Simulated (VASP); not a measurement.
Cu:

```xyz
2
Lattice="2.5562 0.0000 0.0000 -1.2781 2.2137 0.0000 0.0000 0.0000 4.1742" Properties=species:S:1:pos:R:3 pbc="T T T"
Cu    0.0000    1.4758    1.0436
Cu    1.2781    0.7379    3.1307
```

This isn't the form of Cu at room conditions, which is fcc.

```yaml
Program: VASP 6.6.1
Task: relaxation of cell and atoms
Functional: r2SCAN
Potentials_or_basis: VASP PAW PBE potentials, release 64 (Cu)
Cutoff: 600 eV
k_mesh: 14 × 14 × 8
Occupations: fermi-dirac, width 0.1 eV
Spin: no spin polarisation
```

At the start: pressure -3.9 GPa; volume 11.81 Å³/atom.

How do energy, volume and symmetry change on relaxing?

Over 7 steps the energy falls by 3.6 meV/atom and the volume is 11.50 Å³/atom (-2.6 %); space group P6_3/mmc (No. 194, to 0.1 Å) before and after.

Step by step:
```
step  energy change (eV)  largest force (eV/Å)  pressure (GPa)  volume (Å³)
   1              0.0000                0.0000           -3.89        23.62
   2             -0.0042                0.0000            2.63        22.65
   3             -0.0073                0.0000           -0.08        23.03
   4             -0.0073                0.0000           -0.09        23.02
   5             -0.0065                0.0000            1.26        22.83
   6             -0.0073                0.0000            0.05        23.00
   7             -0.0073                0.0000            0.05        23.00
```

Final structure:
```cif
data_structure
_symmetry_space_group_name_H-M 'P 1'
_symmetry_Int_Tables_number 1
_cell_length_a 2.5327
_cell_length_b 2.5327
_cell_length_c 4.1411
_cell_angle_alpha 90.000
_cell_angle_beta 90.000
_cell_angle_gamma 120.000
_cell_volume 23.00
loop_
_atom_site_label
_atom_site_type_symbol
_atom_site_fract_x
_atom_site_fract_y
_atom_site_fract_z
_atom_site_occupancy
Cu1 Cu 0.33333 0.66667 0.25000 1
Cu2 Cu 0.66667 0.33333 0.75000 1
```

Caveat: the PAW data sets were made with another functional, which shifts forces and pressure a little.
